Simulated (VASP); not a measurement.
Runs of VASP 6.6.1 on AlN. The structure is that of space group P6_3mc (No. 186), or close to it. The cells are those of the table. 

```csv
cell,gap on the mesh (eV),pressure (GPa),largest force (eV/Å)
"a = 2.999, b = 2.999, c = 4.807 Å, angles 90.0, 90.0, 120.0°, 4 atoms",5.09,31.7,(b)
"a = 3.207, b = 3.207, c = 5.139 Å, angles 90.0, 90.0, 120.0°, 4 atoms",3.42,-12.4,0.02
"a = 3.158, b = 3.158, c = 5.060 Å, angles 90.0, 90.0, 120.0°, 4 atoms",(a),-5.0,0.01
"a = 3.054, b = 3.054, c = 4.894 Å, angles 90.0, 90.0, 120.0°, 4 atoms",4.70,16.3,0.03
"a = 3.107, b = 3.107, c = 4.979 Å, angles 90.0, 90.0, 120.0°, 4 atoms",4.24,4.4,0.01
```

Alike in all rows: task single point; level PBE; potentials or basis VASP PAW PBE potentials, release 64 (Al, N); no spin polarisation; k mesh 6 × 6 × 2; cutoff (eV) 520; smearing gaussian 0.01 eV.

Problem. Estimate the missing entries.

Solution. (a) 3.82; (b) 0.06.

Caveats: all runs use coarse meshes.

A k mesh can miss the band edges.
